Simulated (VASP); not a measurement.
A run of VASP 6.6.1 is set up as follows.

INCAR

```
SYSTEM = KCl
ALGO     = Normal         ! electronic algorithm
EDIFF    = 1E-7           ! SCF threshold, eV
ENCUT    = 520            ! plane-wave cutoff, eV
GGA      = PE             ! functional
ISIF     = 2              ! what is computed and relaxed
ISMEAR   = 0              ! smearing method
ISPIN    = 2              ! spin polarisation
LASPH    = .True.         ! aspherical terms in the spheres
LCHARG   = .False.        ! write CHGCAR
LORBIT   = 11             ! projections on sites
LREAL    = .False.        ! projectors in reciprocal space
LWAVE    = .False.        ! write WAVECAR
MAGMOM   = 0 0            ! initial moments
NBANDS   = 19             ! bands
NELM     = 150            ! most SCF steps
PREC     = Accurate       ! precision mode
SIGMA    = 0.1            ! smearing width, eV
```

File KPOINTS:

```
k-points
0
Gamma
  1 1 1
  0 0 0
```

POSCAR

```
KCl
1.0
    3.8391960000      0.0000000000      0.0000000000
    0.0000000000      3.8391960000      0.0000000000
    0.0000000000      0.0000000000      3.8391960000
K Cl
1 1
Direct
    0.0000000000      0.0000000000      0.0000000000
    0.5000000000      0.5000000000      0.5000000000
```

Potentials or basis: VASP PAW PBE potentials, release 64 (K_sv, Cl).

The run is started by

```console
$ cat potpaw_PBE.64/K_sv/POTCAR potpaw_PBE.64/Cl/POTCAR > POTCAR
$ mpirun -np 1 vasp_gam > vasp.out
```

Question: What does it give for the band gap on the k mesh?

Answer: 4.32 eV.

Question: Predict the net moment.

Answer: 0.00 μB per cell.

Question: Predict the pressure.

Answer: 17.9 GPa.

Caveat: the k points lie up to 1.64 Å⁻¹ apart. A hybrid or GW would open this gap; PBE tends to underestimate it.
